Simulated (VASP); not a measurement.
# Co (P6_3/mmc) in VASP: single point with PBEsol

Aim: the single point of Co with PBEsol.

All numbers are computed with VASP 6.6.1; they aren't measurements. Logs are shortened: lines on timing, memory, paths and dates and some standing lists are left out, and cuts for length are marked.

## Step 1: The cell of the first run

The structure is hexagonal, space group P6_3/mmc (No. 194). Conventional cell: a = 2.456 Å, b = 2.456 Å, c = 3.967 Å, α = 90.00°, β = 90.00°, γ = 120.00°. Within 3.2 Å of Co (site symmetry -6m2) lie 12 Co at 2.44 to 2.46 Å.

## Step 2: Single point, PBEsol, collinear spin, ferromagnetic start

The input, INCAR:

```
SYSTEM = Co
PREC = Accurate ; ENCUT = 520
EDIFF = 1E-7 ; ISMEAR = 0
SIGMA = 0.15 ; LREAL = .FALSE.
LASPH = .TRUE. ; NELM = 150
ALGO = Normal ; ISIF = 2
LWAVE = .FALSE. ; LCHARG = .TRUE.
ISPIN = 2 ; MAGMOM = 1.79 1.79
LORBIT = 11 ; LMAXMIX = 4
GGA = PS ; LELF = .TRUE.
LVHAR = .TRUE. ; NBANDS = 20
```

The input, KPOINTS:

```
Automatic mesh
0
G
  21 21 12
  0 0 0
```

The input, POSCAR:

```
Co
1.0
    2.4555255296      0.0000000000      0.0000000000
   -1.2277627648      2.1265474882      0.0000000000
    0.0000000000      0.0000000000      3.9673513066
Co
2
Direct
    0.3333333333      0.6666666667      0.2500000000
    0.6666666667      0.3333333333      0.7500000000
```

Potentials or basis: VASP PAW PBE potentials, release 64 (Co).

The run is started by

```
> cat potpaw_PBE.64/Co/POTCAR > POTCAR
> mpirun -np 1 vasp_std > vasp.out
```

OUTCAR:

```text
SYSTEM = Co
   PREC = Accurate
   ENCUT = 520
   EDIFF = 1E-7
   ISMEAR = 0
   LREAL = .FALSE.
   LASPH = .TRUE.
   NELM = 150
   ISIF = 2
   ISPIN = 2
   LORBIT = 11
   GGA = PS

 ion  position               nearest neighbor table
   1  0.333  0.667  0.250-   2 2.44   2 2.44   2 2.44   2 2.44   2 2.44   2 2.44
   2  0.667  0.333  0.750-   1 2.44   1 2.44   1 2.44   1 2.44   1 2.44   1 2.44

  LATTYP: Found a hexagonal cell.
 ALAT       =     2.4555255296
 C/A-ratio  =     1.6156831842

  Lattice vectors:

 A1 = (   2.4555255296,   0.0000000000,   0.0000000000)
 A2 = (  -1.2277627648,   2.1265474882,   0.0000000000)
 A3 = (   0.0000000000,   0.0000000000,   3.9673513066)

Analysis of symmetry for initial positions (statically):
=====================================================================
 Subroutine PRICEL returns:
 Original cell was already a primitive cell.

 Routine SETGRP: Setting up the symmetry group for a
 hexagonal supercell.

 Subroutine GETGRP returns: Found 24 space group operations
 (whereof 12 operations were pure point group operations)
 out of a pool of 24 trial point group operations.

The static configuration has the point symmetry D_3d.
 The point group associated with its full space group is D_6h.

Analysis of symmetry for dynamics (positions and initial velocities):
=====================================================================
 Subroutine PRICEL returns:
 Original cell was already a primitive cell.

 Routine SETGRP: Setting up the symmetry group for a
 hexagonal supercell.

 Subroutine GETGRP returns: Found 24 space group operations
 (whereof 12 operations were pure point group operations)
 out of a pool of 24 trial point group operations.

The dynamic configuration has the point symmetry D_3d.
 The point group associated with its full space group is D_6h.

Analysis of structural, dynamic, and magnetic symmetry:
=====================================================================
 Subroutine PRICEL returns:
 Original cell was already a primitive cell.

 Routine SETGRP: Setting up the symmetry group for a
 hexagonal supercell.

 Subroutine GETGRP returns: Found 24 space group operations
 (whereof 12 operations were pure point group operations)
 out of a pool of 24 trial point group operations.

The overall configuration has the point symmetry D_3d.
 The point group associated with its full space group is D_6h.

 Subroutine INISYM returns: Found 24 space group operations
 (whereof 12 operations are pure point group operations),
 and found     1 'primitive' translations

----------------------------------------------------------------------------------------

                                     Primitive cell

  volume of cell :      20.7167

  direct lattice vectors                    reciprocal lattice vectors
     2.455525530  0.000000000  0.000000000     0.407244799  0.235122894  0.000000000
    -1.227762765  2.126547488  0.000000000     0.000000000  0.470245788  0.000000000
     0.000000000  0.000000000  3.967351307     0.000000000  0.000000000  0.252057336

  length of vectors
     2.455525530  2.455525530  3.967351307     0.470245788  0.470245788  0.252057336

  position of ions in fractional coordinates (direct lattice)
     0.333333333  0.666666667  0.250000000
     0.666666667  0.333333333  0.750000000

  ion indices of the primitive-cell ions
   primitive index   ion index
                 1           1
                 2           2

----------------------------------------------------------------------------------------

 KPOINTS: Automatic mesh

Automatic generation of k-mesh.
 Grid dimensions read from file:
 generate k-points for:   21   21   12

 Generating k-lattice:

  Cartesian coordinates                     Fractional coordinates (reciprocal lattice)
     0.019392609  0.011196328  0.000000000     0.047619048 -0.000000000  0.000000000
     0.000000000  0.022392657  0.000000000     0.000000000  0.047619048  0.000000000
     0.000000000  0.000000000  0.021004778     0.000000000  0.000000000  0.083333333

  Length of vectors
     0.022392657  0.022392657  0.021004778

  Shift w.r.t. Gamma in fractional coordinates (k-lattice)
     0.000000000  0.000000000  0.000000000

 Subroutine IBZKPT returns following result:
 ===========================================

 Found    336 irreducible k-points:

 Following reciprocal coordinates:
            Coordinates               Weight
  0.000000  0.000000  0.000000      1.000000
  0.047619  0.000000  0.000000      6.000000
  0.095238  0.000000  0.000000      6.000000
  0.142857 -0.000000  0.000000      6.000000
  0.190476  0.000000  0.000000      6.000000
  0.238095  0.000000  0.000000      6.000000
[... 16 lines left out ...]
  0.142857  0.095238  0.000000     12.000000
  0.190476  0.095238  0.000000     12.000000
 [... further k-points ...]
   k-points           NKPTS =    336   k-points in BZ     NKDIM =    336   number of bands    NBANDS=     20
   number of dos      NEDOS =    301   number of ions     NIONS =      2
   total plane-waves  NPLWV =   9720
   dimension x,y,z NGX =    18 NGY =   18 NGZ =   30
   dimension x,y,z NGXF=    36 NGYF=   36 NGZF=   60
   ions per type =               2
   NGX,Y,Z   is equivalent  to a cutoff of  12.19, 12.19, 12.57 a.u.
   NGXF,Y,Z  is equivalent  to a cutoff of  24.37, 24.37, 25.14 a.u.
 SYSTEM =  Co
   PREC   = accura    normal or accurate (medium, high low for compatibility)
   ISTART =      0    job   : 0-new  1-cont  2-samecut
   ICHARG =      2    charge: 1-file 2-atom 10-const
   ISPIN  =      2    spin polarized calculation?
   LNONCOLLINEAR =      F non collinear calculations
   LSORBIT =      F    spin-orbit coupling
   LASPH  =      T    aspherical Exc in radial PAW
   ENCUT  =  520.0 eV  38.22 Ry    6.18 a.u.   4.57  4.57  7.38*2*pi/ulx,y,z
   NELM   =    150;   NELMIN=  2; NELMDL= -5     # of ELM steps
   EDIFF  = 0.1E-06   stopping-criterion for ELM
   LREAL  =      F    real-space projection
   EDIFFG = 0.1E-05   stopping-criterion for IOM
   NSW    =      0    number of steps for IOM
   IBRION =     -1    ionic relax: 0-MD 1-quasi-New 2-CG
   NFREE  =      0    steps in history (QN), initial steepest desc. (CG)
   ISIF   =      2    stress and relaxation
   ISYM   =      2    0-nonsym 1-usesym 2-fastsym
   POTIM  = 0.5000    time-step for ionic-motion
   TEBEG  =    0.0;   TEEND  =   0.0 temperature during run
   PSTRESS=    0.0 pullay stress
   NELECT =      18.0000    total number of electrons
   NUPDOWN=      -1.0000    fix difference up-down
   EMIN   =  10.00;   EMAX   =-10.00  energy-range for DOS
   EFERMI =   0.00;   METHOD = LEGACY
   ISMEAR =     0;   SIGMA  =   0.15  broadening in eV -4-tet -1-fermi 0-gaus
   EFERMI_NEDOS =   21; number of points for ismear=-14 and -15
   IALGO  =     38    algorithm
   IMIX   =      4    mixing-type and parameters
     AMIX     =   0.40;   BMIX     =  1.00
     AMIX_MAG =   1.60;   BMIX_MAG =  1.00
  volume/ion in A,a.u.               =      10.36        69.90
  Fermi-wavevector in a.u.,A,eV,Ry     =   1.562160  2.952055 33.202907  2.440345
  Thomas-Fermi vector in A             =   2.665120
   LORBIT       =     11    0 simple, 1 ext, 2 COOP (PROOUT), +10 PAW based schemes
   GGA     = PS    functional components
   LHFCALC =     F    Hartree Fock is set to
   AEXX    =    0.0000 exact exchange contribution
   IVDW    =     0    specifies the selected vdW correction
   LEPSILON=     F    determine dielectric tensor
   LRPA    =     F    only Hartree local field effects (RPA)
 spin polarized calculation
 Gauss-broadening in eV      SIGMA  =   0.15
  energy-cutoff  :      520.00
  volume of cell :       20.72
 maximum number of plane-waves:       574
   NGX =  9   NGY =  9   NGZ = 15

 number of electron      17.9999973 magnetization       3.1199269

 Free energy of the ion-electron system (eV)
  ---------------------------------------------------
  ext. energy  EPLUGINS =         0.00000000
  ---------------------------------------------------
  free energy    TOTEN  =       -15.48258803 eV

  energy without entropy =      -15.46367271  energy(sigma->0) =      -15.47313037

 E-fermi :  10.7317     XC(G=0): -13.8551

 val. band max:       10.7219828355   @ k =   0.1905   0.0000   0.1667
 cond. band min:      10.7325254043   @ k =   0.2857   0.0476   0.4167
 fundamental gap:      0.0105425688
 Fermi energy:        10.7317173020

 spin component 1

 k-point     1 :       0.0000    0.0000    0.0000
  band No.  band energies     occupation
      1       1.4931      1.00000
      2       5.3778      1.00000
      3       8.0932      1.00000
      4       8.1123      1.00000
      5       8.1123      1.00000
      6       8.4533      1.00000
[... 12 lines left out ...]
     19      37.3709      0.00000
     20      37.3709      0.00000

 k-point     2 :       0.0476    0.0000    0.0000
  band No.  band energies     occupation
      1       1.5758      1.00000
      2       5.4292      1.00000
      3       7.9705      1.00000
      4       8.1525      1.00000
      5       8.2232      1.00000
      6       8.4328      1.00000
[... 12 lines left out ...]
     19      38.5370      0.00000
     20      38.9636      0.00000
[... 465 lines left out ...]
      3       7.3589      1.00000
      4       7.5058      1.00000
      5       8.1805      1.00000
      6       8.3098      1.00000
[... 12 lines left out ...]
     19      36.4820      0.00000
     20      38.9107      0.00000

 k-point    24 :       0.1905    0.0952    0.0000
  band No.  band energies     occupation
      1       3.6132      1.00000
      2       6.3143      1.00000
      3       7.1235      1.00000
      4       7.2254      1.00000
      5       8.1391      1.00000
      6       8.1787      1.00000
[... 12 lines left out ...]
     19      36.4818      0.00000
     20      37.7025      0.00000

 [... further k-points ...]

 spin component 2

 k-point     1 :       0.0000    0.0000    0.0000
  band No.  band energies     occupation
      1       1.5580      1.00000
      2       6.3059      1.00000
      3       9.6622      1.00000
      4       9.6791      1.00000
      5       9.6791      1.00000
      6      10.0730      1.00000
[... 12 lines left out ...]
     19      37.7157      0.00000
     20      37.7157      0.00000

 k-point     2 :       0.0476    0.0000    0.0000
  band No.  band energies     occupation
      1       1.6411      1.00000
      2       6.3634      1.00000
      3       9.5166      1.00000
      4       9.7229      1.00000
      5       9.8070      1.00000
      6      10.0469      1.00000
[... 12 lines left out ...]
     19      38.8861      0.00000
     20      39.2530      0.00000
[... 465 lines left out ...]
      3       8.5761      1.00000
      4       8.7686      1.00000
      5       9.7099      1.00000
      6       9.9103      1.00000
[... 12 lines left out ...]
     19      36.6673      0.00000
     20      39.3883      0.00000

 k-point    24 :       0.1905    0.0952    0.0000
  band No.  band energies     occupation
      1       3.7179      1.00000
      2       7.4253      1.00000
      3       8.2197      1.00000
      4       8.5699      1.00000
      5       9.6391      1.00000
      6       9.7527      1.00000
[... 12 lines left out ...]
     19      36.7428      0.00000
     20      38.1550      0.00000

 [... further k-points ...]

------------------------ aborting loop because EDIFF is reached ----------------------------------------

  FORCE on cell =-STRESS in cart. coord.  units (eV):
  Direction    XX          YY          ZZ          XY          YZ          ZX
  --------------------------------------------------------------------------------------
  -------------------------------------------------------------------------------------
  Total       -0.0916072     -0.0916072     -0.0849307      0.0000000     -0.0000000      0.0000000
  in kB       -7.0846777     -7.0846777     -6.5683288      0.0000000     -0.0000000      0.0000000
  external PRESSURE =      -6.9125614 kB  Pullay stress =       0.0000000 kB

 VOLUME and BASIS-vectors are now :
 -----------------------------------------------------------------------------
  energy-cutoff  :      520.00
  volume of cell :       20.72
      direct lattice vectors                 reciprocal lattice vectors
     2.455525530  0.000000000  0.000000000     0.407244799  0.235122894  0.000000000
    -1.227762765  2.126547488  0.000000000     0.000000000  0.470245788  0.000000000
     0.000000000  0.000000000  3.967351307     0.000000000  0.000000000  0.252057336

 POSITION                                       TOTAL-FORCE (eV/Angst)
 -----------------------------------------------------------------------------------
     -0.00000      1.41770      0.99184        -0.000000     -0.000000      0.000000
      1.22776      0.70885      2.97551         0.000000      0.000000      0.000000
 -----------------------------------------------------------------------------------
    total drift:                                0.000000     -0.000000     -0.000000

  FREE ENERGIE OF THE ION-ELECTRON SYSTEM (eV)
  ---------------------------------------------------
  free  energy   TOTEN  =       -15.4825880311 eV

  energy  without entropy=      -15.4636727098  energy(sigma->0) =      -15.47313037

 total charge

# of ion       s       p       d       tot
------------------------------------------
    1        0.508   0.566   7.291   8.366
    2        0.508   0.566   7.291   8.366
--------------------------------------------------
tot          1.017   1.132  14.583  16.732

 magnetization (x)

# of ion       s       p       d       tot
------------------------------------------
    1       -0.015  -0.052   1.634   1.567
    2       -0.015  -0.052   1.634   1.567
--------------------------------------------------
tot         -0.031  -0.104   3.268   3.134
```

Wall time 2.8 min (1 thread of AMD EPYC 7R13 (Zen 3), shared host); peak memory 0.26 GiB.

What came out:

- Free energy: -15.4826 eV
- Pressure: -0.7 GPa
- Net moment: 3.12 μB per cell
- Site moments: Co +1.57 μB
- Valence electrons inside the program's atomic spheres: Co 8.37

Caveat: the PAW data sets were made with another functional, which shifts forces and pressure a little.
